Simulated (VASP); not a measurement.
Write the native input for VASP 6.6.1 that does the following.

```
Task                   : single point
Functional             : PBEsol
Potentials or basis    : VASP PAW PBE potentials, release 64 (Co_sv)
Cutoff                 : 690 eV
k mesh                 : 6 × 6 × 6
Occupations            : gaussian, width 0.1 eV
Spin                   : no spin polarisation
Dipole correction      : no
Further INCAR settings : ALGO = Normal; EDIFF = 1e-06; NBANDS = 32
```

The structure of Co lies in POSCAR:

```
Co
1.0
    3.8470883069      0.0000000000      0.0000000000
   -1.9235441535      3.3316762044      0.0000000000
    0.0000000000      0.0000000000      2.3668861341
Co
3
Direct
    0.3333635528      0.0000000000      0.3333333333
    0.0000000000      0.3333635528      0.6666666667
    0.6666364472      0.6666364472      0.0000000000
```

This isn't the form of Co at room conditions, which is hcp.

The input as run:

INCAR

```
SYSTEM = Co
PREC = Accurate
ENCUT = 690
EDIFF = 1E-6
ISMEAR = 0
SIGMA = 0.1
LREAL = .FALSE.
LASPH = .TRUE.
NELM = 120
ALGO = Normal
ISIF = 2
LWAVE = .FALSE.
LCHARG = .TRUE.
GGA = PS
LELF = .TRUE.
LVHAR = .TRUE.
NBANDS = 32
GGA_COMPAT = .FALSE.
```

KPOINTS

```
Automatic mesh
0
G
  6 6 6
  0 0 0
```

Potentials or basis: VASP PAW PBE potentials, release 64 (Co_sv).

The run is started by

```sh
$ cat potpaw_PBE.64/Co_sv/POTCAR > POTCAR
$ mpirun -np 1 vasp_std > vasp.out
```

It gave:

The pressure is -1.2 GPa. The band gap on the k mesh is zero (an odd number of electrons rules out a gap without spin polarisation).

Caveat: the k points lie up to 0.44 Å⁻¹ apart, too coarse for converged energies and pressures of a metal; the PAW data sets were made with another functional, which shifts forces and pressure a little; the run has no spin polarisation, though such a crystal can be magnetic.

Wall time 22 s on 1 thread of Intel(R) Xeon(R) Platinum 8488C (Sapphire Rapids) (shared host), peak memory 0.18 GiB.
